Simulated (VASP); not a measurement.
Write the native input for VASP 6.6.1 that does the following.

- Task: single point
- Functional: PBE
- Potentials or basis: VASP PAW PBE potentials, release 64 (Rh_pv)
- Cutoff: 520 eV
- k mesh: 18 × 18 × 18
- Occupations: fermi-dirac, width 0.05 eV
- Spin: no spin polarisation
- Dipole correction: no
- Further INCAR settings: ALGO = Normal; EDIFF = 1e-06; NBANDS = 14

The structure of Rh lies in POSCAR:

```
Rh
1.0
    2.0589157754      0.0000000000      0.0000000000
    0.0000000000      2.0589157754      0.0000000000
    0.0000000000      0.0000000000      2.0589157754
Rh
1
Direct
    0.0000000000      0.0000000000      0.0000000000
```

The input as run:

INCAR

```
SYSTEM = Rh
PREC = Accurate ; ENCUT = 520
EDIFF = 1E-6 ; ISMEAR = -1
SIGMA = 0.05 ; LREAL = .False.
LASPH = .True. ; NELM = 100
ALGO = Normal ; ISIF = 2
LWAVE = .False. ; LCHARG = .True.
GGA = PE ; LELF = .True.
LVHAR = .True. ; NBANDS = 14
```

KPOINTS

```
regular mesh
0
Gamma
  18 18 18
  0 0 0
```

Potentials or basis: VASP PAW PBE potentials, release 64 (Rh_pv).

Run with:

```sh
$ cat potpaw_PBE.64/Rh_pv/POTCAR > POTCAR
$ mpirun -np 1 vasp_std > vasp.out
```

It gave:

```json
{"Pressure": "532.3 GPa"}
```

Wall time 13 s on 1 thread of AMD EPYC 9R14 (Zen 4), with other jobs on the host, peak memory 0.1 GiB.
